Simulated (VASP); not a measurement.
# AlAu2 (I4/mmm) in VASP: single point with LDA

Aim: the single point of AlAu2 with LDA.

Everything below comes from runs of VASP 6.6.1. Logs are shortened: lines on timing, memory, paths and dates and some standing lists are left out, and cuts for length are marked.

## (1) The cell of the first run

The structure is tetragonal, space group I4/mmm (No. 139). Conventional cell: a = 3.343 Å, b = 3.343 Å, c = 8.798 Å, α = 90.00°, β = 90.00°, γ = 90.00°. Al (site symmetry 4/mmm) has 10 Au at 2.73 to 3.02 Å and 4 Al at 3.34 Å within 3.6 Å. Au (site symmetry 4mm) has 5 Al at 2.73 to 3.02 Å and 9 Au at 2.75 to 3.34 Å within 3.6 Å.

## (2) Single point, LDA

INCAR

```
SYSTEM = AlAu2
PREC = Accurate
ENCUT = 520
EDIFF = 1E-6
ISMEAR = -1
SIGMA = 0.05
LREAL = .False.
LASPH = .True.
NELM = 100
ALGO = Normal
ISIF = 2
LWAVE = .False.
LCHARG = .True.
GGA = CA
LELF = .True.
LVHAR = .True.
NBANDS = 20
```

KPOINTS

```
Automatic mesh
0
Gamma
  12 12 12
  0 0 0
```

POSCAR

```
AlAu2
1.0
   -1.6715140000      1.6715140000      4.3990750000
    1.6715140000     -1.6715140000      4.3990750000
    1.6715140000      1.6715140000     -4.3990750000
Al Au
1 2
Direct
    0.0000000000      0.0000000000      0.0000000000
    0.6562730000      0.6562730000      0.0000000000
    0.3437270000      0.3437270000      0.0000000000
```

Potentials or basis: VASP PAW LDA potentials, release 64 (Al, Au).

Started as:

```bash
cat potpaw_LDA.64/Al/POTCAR potpaw_LDA.64/Au/POTCAR > POTCAR
mpirun -np 1 vasp_std > vasp.out
```

OUTCAR:

```text
SYSTEM = AlAu2
   PREC = Accurate
   ENCUT = 520
   EDIFF = 1E-6
   ISMEAR = -1
   LREAL = .False.
   LASPH = .True.
   NELM = 100
   ISIF = 2
   GGA = CA

 ion  position               nearest neighbor table
   1  0.000  0.000  0.000-   2 2.73   2 2.73   3 2.73   3 2.73   2 2.73   2 2.73   3 2.73   3 2.73
                             2 3.02   3 3.02
   2  0.656  0.656  0.000-   1 2.73   1 2.73   1 2.73   1 2.73   3 2.75   3 2.88   3 2.88   3 2.88
                             3 2.88   1 3.02
   3  0.344  0.344  0.000-   1 2.73   1 2.73   1 2.73   1 2.73   2 2.75   2 2.88   2 2.88   2 2.88
                             2 2.88   1 3.02

  LATTYP: Found a body centered tetragonal cell.
 ALAT       =     3.3430280000
 C/A-ratio  =     2.6317906999

  Lattice vectors:

 A1 = (  -1.6715140000,   1.6715140000,   4.3990750000)
 A2 = (   1.6715140000,  -1.6715140000,   4.3990750000)
 A3 = (   1.6715140000,   1.6715140000,  -4.3990750000)

Analysis of symmetry for initial positions (statically):
=====================================================================
 Subroutine PRICEL returns:
 Original cell was already a primitive cell.

 Routine SETGRP: Setting up the symmetry group for a
 body centered tetragonal supercell.

 Subroutine GETGRP returns: Found 16 space group operations
 (whereof 16 operations were pure point group operations)
 out of a pool of 16 trial point group operations.

The static configuration has the point symmetry D_4h.

Analysis of symmetry for dynamics (positions and initial velocities):
=====================================================================
 Subroutine PRICEL returns:
 Original cell was already a primitive cell.

 Routine SETGRP: Setting up the symmetry group for a
 body centered tetragonal supercell.

 Subroutine GETGRP returns: Found 16 space group operations
 (whereof 16 operations were pure point group operations)
 out of a pool of 16 trial point group operations.

The dynamic configuration has the point symmetry D_4h.

 Subroutine INISYM returns: Found 16 space group operations
 (whereof 16 operations are pure point group operations),
 and found     1 'primitive' translations

----------------------------------------------------------------------------------------

                                     Primitive cell

  volume of cell :      49.1633

  direct lattice vectors                    reciprocal lattice vectors
    -1.671514000  1.671514000  4.399075000     0.000000000  0.299130010  0.113660258
     1.671514000 -1.671514000  4.399075000     0.299130010  0.000000000  0.113660258
     1.671514000  1.671514000 -4.399075000     0.299130010  0.299130010  0.000000000

  length of vectors
     4.993974265  4.993974265  4.993974265     0.319995965  0.319995965  0.423033717

  position of ions in fractional coordinates (direct lattice)
     0.000000000  0.000000000  0.000000000
     0.656273000  0.656273000  0.000000000
     0.343727000  0.343727000  0.000000000

  ion indices of the primitive-cell ions
   primitive index   ion index
                 1           1
                 2           2
                 3           3

----------------------------------------------------------------------------------------

 KPOINTS: Automatic mesh

Automatic generation of k-mesh.
 Grid dimensions read from file:
 generate k-points for:   12   12   12

 Generating k-lattice:

  Cartesian coordinates                     Fractional coordinates (reciprocal lattice)
     0.000000000  0.024927501  0.009471688     0.083333333 -0.000000000  0.000000000
     0.024927501  0.000000000  0.009471688    -0.000000000  0.083333333  0.000000000
     0.024927501  0.024927501  0.000000000     0.000000000  0.000000000  0.083333333

  Length of vectors
     0.026666330  0.026666330  0.035252810

  Shift w.r.t. Gamma in fractional coordinates (k-lattice)
     0.000000000  0.000000000  0.000000000

 Subroutine IBZKPT returns following result:
 ===========================================

 Found    163 irreducible k-points:

 Following reciprocal coordinates:
            Coordinates               Weight
  0.000000  0.000000  0.000000      1.000000
  0.083333 -0.000000  0.000000      8.000000
  0.166667 -0.000000  0.000000      8.000000
  0.250000 -0.000000  0.000000      8.000000
  0.333333  0.000000  0.000000      8.000000
  0.416667 -0.000000  0.000000      8.000000
[... 16 lines left out ...]
  0.500000  0.166667  0.000000     16.000000
 -0.416667  0.166667 -0.000000     16.000000
 [... further k-points ...]
   k-points           NKPTS =    163   k-points in BZ     NKDIM =    163   number of bands    NBANDS=     20
   number of dos      NEDOS =    301   number of ions     NIONS =      3
   total plane-waves  NPLWV =  64000
   dimension x,y,z NGX =    40 NGY =   40 NGZ =   40
   dimension x,y,z NGXF=    80 NGYF=   80 NGZF=   80
   ions per type =               1   2
   NGX,Y,Z   is equivalent  to a cutoff of  13.32, 13.32, 13.32 a.u.
   NGXF,Y,Z  is equivalent  to a cutoff of  26.63, 26.63, 26.63 a.u.
 SYSTEM =  AlAu2
   PREC   = accura    normal or accurate (medium, high low for compatibility)
   ISTART =      0    job   : 0-new  1-cont  2-samecut
   ICHARG =      2    charge: 1-file 2-atom 10-const
   ISPIN  =      1    spin polarized calculation?
   LNONCOLLINEAR =      F non collinear calculations
   LSORBIT =      F    spin-orbit coupling
   LASPH  =      T    aspherical Exc in radial PAW
   ENCUT  =  520.0 eV  38.22 Ry    6.18 a.u.   9.29  9.29  9.29*2*pi/ulx,y,z
   NELM   =    100;   NELMIN=  2; NELMDL= -5     # of ELM steps
   EDIFF  = 0.1E-05   stopping-criterion for ELM
   LREAL  =      F    real-space projection
   EDIFFG = 0.1E-04   stopping-criterion for IOM
   NSW    =      0    number of steps for IOM
   IBRION =     -1    ionic relax: 0-MD 1-quasi-New 2-CG
   NFREE  =      0    steps in history (QN), initial steepest desc. (CG)
   ISIF   =      2    stress and relaxation
   ISYM   =      2    0-nonsym 1-usesym 2-fastsym
   POTIM  = 0.5000    time-step for ionic-motion
   TEBEG  =    0.0;   TEEND  =   0.0 temperature during run
   PSTRESS=    0.0 pullay stress
   NELECT =      25.0000    total number of electrons
   NUPDOWN=      -1.0000    fix difference up-down
   EMIN   =  10.00;   EMAX   =-10.00  energy-range for DOS
   EFERMI =   0.00;   METHOD = LEGACY
   ISMEAR =    -1;   SIGMA  =   0.05  broadening in eV -4-tet -1-fermi 0-gaus
   EFERMI_NEDOS =   21; number of points for ismear=-14 and -15
   IALGO  =     38    algorithm
   IMIX   =      4    mixing-type and parameters
     AMIX     =   0.40;   BMIX     =  1.00
     AMIX_MAG =   1.60;   BMIX_MAG =  1.00
  volume/ion in A,a.u.               =      16.39       110.59
  Fermi-wavevector in a.u.,A,eV,Ry     =   1.306695  2.469296 23.231307  1.707453
  Thomas-Fermi vector in A             =   2.437480
   LORBIT       =      0    0 simple, 1 ext, 2 COOP (PROOUT), +10 PAW based schemes
   GGA     = CA    functional components
   LHFCALC =     F    Hartree Fock is set to
   AEXX    =    0.0000 exact exchange contribution
   IVDW    =     0    specifies the selected vdW correction
   LEPSILON=     F    determine dielectric tensor
   LRPA    =     F    only Hartree local field effects (RPA)
 non-spin polarized calculation
  energy-cutoff  :      520.00
  volume of cell :       49.16
 maximum number of plane-waves:      1338
 NGX is ok and might be reduce to    40
   NGX = 19   NGY = 19   NGZ = 19

 number of electron      25.0000001 magnetization

 Free energy of the ion-electron system (eV)
  ---------------------------------------------------
  ext. energy  EPLUGINS =         0.00000000
  ---------------------------------------------------
  free energy    TOTEN  =       -14.14780632 eV

  energy without entropy =      -14.14271762  energy(sigma->0) =      -14.14526197

 E-fermi :   9.5908     XC(G=0): -12.2713

 val. band max:        9.5729436324   @ k =   0.4167   0.2500   0.1667
 cond. band min:       9.5936593679   @ k =  -0.3333   0.3333   0.0833
 fundamental gap:      0.0207157354
 Fermi energy:         9.5908018296

 k-point     1 :       0.0000    0.0000    0.0000
  band No.  band energies     occupation
      1      -1.3840      2.00000
      2       2.8252      2.00000
      3       3.2435      2.00000
      4       4.1322      2.00000
      5       4.4737      2.00000
      6       4.4837      2.00000
[... 12 lines left out ...]
     19      16.8717      0.00000
     20      18.3454      0.00000

 k-point     2 :       0.0833   -0.0000    0.0000
  band No.  band energies     occupation
      1      -1.2596      2.00000
      2       2.8665      2.00000
      3       3.2755      2.00000
      4       4.0301      2.00000
      5       4.2686      2.00000
      6       4.3151      2.00000
[... 12 lines left out ...]
     19      17.9803      0.00000
     20      19.4100      0.00000

 k-point     3 :       0.1667   -0.0000    0.0000
  band No.  band energies     occupation
      1      -0.8936      2.00000
      2       2.9150      2.00000
      3       3.3867      2.00000
      4       3.6369      2.00000
      5       4.0075      2.00000
      6       4.3476      2.00000
[... 12 lines left out ...]
     19      19.7567      0.00000
     20      20.6521      0.00000

 k-point     4 :       0.2500   -0.0000    0.0000
  band No.  band energies     occupation
      1      -0.3101      2.00000
      2       2.7948      2.00000
      3       3.2411      2.00000
      4       3.6553      2.00000
      5       3.8094      2.00000
      6       4.3357      2.00000
[... 12 lines left out ...]
     19      20.9031      0.00000
     20      21.4968      0.00000

 k-point     5 :       0.3333    0.0000    0.0000
  band No.  band energies     occupation
      1       0.4374      2.00000
      2       2.4741      2.00000
      3       3.1757      2.00000
      4       3.6941      2.00000
      5       3.7214      2.00000
      6       4.1159      2.00000
[... 12 lines left out ...]
     19      20.4297      0.00000
     20      21.1934      0.00000
[... 353 lines left out ...]
      6       3.9226      2.00000
[... 12 lines left out ...]
     19      19.3446      0.00000
     20      21.0482      0.00000

 k-point    22 :       0.4167    0.1667    0.0000
  band No.  band energies     occupation
      1       1.6127      2.00000
      2       2.3703      2.00000
      3       3.1614      2.00000
      4       3.3920      2.00000
      5       3.7023      2.00000
      6       4.0307      2.00000
[... 12 lines left out ...]
     19      18.9407      0.00000
     20      19.9403      0.00000

 k-point    23 :       0.5000    0.1667    0.0000
  band No.  band energies     occupation
      1       1.9259      2.00000
      2       2.0925      2.00000
      3       3.1917      2.00000
      4       3.4128      2.00000
      5       3.7514      2.00000
      6       4.0864      2.00000
[... 12 lines left out ...]
     19      18.5721      0.00000
     20      20.2672      0.00000

 k-point    24 :      -0.4167    0.1667   -0.0000
  band No.  band energies     occupation
      1       1.3034      2.00000
      2       2.3872      2.00000
      3       3.3478      2.00000
      4       3.5626      2.00000
      5       3.7007      2.00000
      6       4.1215      2.00000
[... 12 lines left out ...]
     19      19.3488      0.00000
     20      20.9314      0.00000

 [... further k-points ...]
[... 5 lines left out ...]
  --------------------------------------------------------------------------------------
  -------------------------------------------------------------------------------------
  Total       -1.6665600     -1.6665600     -1.9305362      0.0000000      0.0000000      0.0000000
  in kB      -54.3112944    -54.3112944    -62.9139766      0.0000000      0.0000000      0.0000000
  external PRESSURE =     -57.1788551 kB  Pullay stress =       0.0000000 kB

 VOLUME and BASIS-vectors are now :
 -----------------------------------------------------------------------------
  energy-cutoff  :      520.00
  volume of cell :       49.16
      direct lattice vectors                 reciprocal lattice vectors
    -1.671514000  1.671514000  4.399075000     0.000000000  0.299130010  0.113660258
     1.671514000 -1.671514000  4.399075000     0.299130010  0.000000000  0.113660258
     1.671514000  1.671514000 -4.399075000     0.299130010  0.299130010  0.000000000

 POSITION                                       TOTAL-FORCE (eV/Angst)
 -----------------------------------------------------------------------------------
      0.00000      0.00000      0.00000        -0.000000     -0.000000      0.000000
      0.00000      0.00000      5.77399        -0.000000     -0.000000      0.016641
      0.00000      0.00000      3.02416         0.000000      0.000000     -0.016641
 -----------------------------------------------------------------------------------
    total drift:                               -0.000000     -0.000000      0.000000

  FREE ENERGIE OF THE ION-ELECTRON SYSTEM (eV)
  ---------------------------------------------------
  free  energy   TOTEN  =       -14.1478063244 eV

  energy  without entropy=      -14.1427176174  energy(sigma->0) =      -14.14526197
```

It took 3.7 min on 1 thread of Intel Xeon 6975P-C, shared host; peak memory 0.3 GiB.

Results:

```yaml
Free_energy: -14.1478 eV
Pressure: -5.7 GPa
Largest_force: 0.017 eV/Å
```

Forces on the atoms (eV/Å):
```
Al   0.000  0.000  0.000
Au   0.000  0.000  0.017
Au   0.000  0.000 -0.017
```

Caveat: spin-orbit coupling is left out, which moves the levels of the heavy elements.
